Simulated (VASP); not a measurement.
Set up this calculation in VASP 6.6.1, as the native input.

| Property | Result |
| --- | --- |
| Task | single point |
| Functional | PBE |
| Potentials or basis | VASP PAW PBE potentials, release 64 (Sn_d, Te) |
| Cutoff | 520 eV |
| k mesh | 4 × 6 × 6 |
| Occupations | gaussian, width 0.02 eV |
| Spin | no spin polarisation |
| Dipole correction | no |
| Further INCAR settings | ALGO = Normal; EDIFF = 1e-07; NBANDS = 28 |

The structure of SnTe lies in POSCAR:

```
SnTe
1.0
   11.6399647854      0.0000000000      0.0000000000
    0.0000000000      3.2688377235      3.4617258109
    0.0000000000     -3.2688377235      3.4617258109
Sn Te
2 2
Direct
    0.1500407230      0.2346708897      0.7346708897
    0.8499592770      0.7346708897      0.2346708897
    0.0887398157      0.7893291103      0.2893291103
    0.9112601843      0.2893291103      0.7893291103
```

This cell differs from its parent crystal: S replaced by Te, lengths x 1.081, strained.

The input as run:

INCAR

```
SYSTEM = SnTe
  ALGO = Normal
  EDIFF = 1E-7
  ENCUT = 520
  GGA = PE
  ISIF = 2
  ISMEAR = 0
  LASPH = .TRUE.
  LCHARG = .FALSE.
  LREAL = .FALSE.
  LWAVE = .FALSE.
  NBANDS = 28
  NELM = 100
  PREC = Accurate
  SIGMA = 0.02
```

KPOINTS

```
k-points
0
G
  4 6 6
  0 0 0
```

Potentials or basis: VASP PAW PBE potentials, release 64 (Sn_d, Te).

Command:

```console
$ cat potpaw_PBE.64/Sn_d/POTCAR potpaw_PBE.64/Te/POTCAR > POTCAR
$ mpirun -np 1 vasp_std > vasp.out
```

It gave:

```json
{"Largest force": "1.163 eV/Å", "Band gap on the k mesh": "1.28 eV, indirect (least direct gap 1.33 eV)"}
```

Caveat: the cell differs from its parent crystal (S replaced by Te, lengths x 1.081, strained); spin-orbit coupling is left out, which moves the levels of the heavy elements.

It took 2.9 min on 1 thread of Intel(R) Xeon(R) Platinum 8559C (Emerald Rapids), with other jobs on the host, peak memory 0.49 GiB.
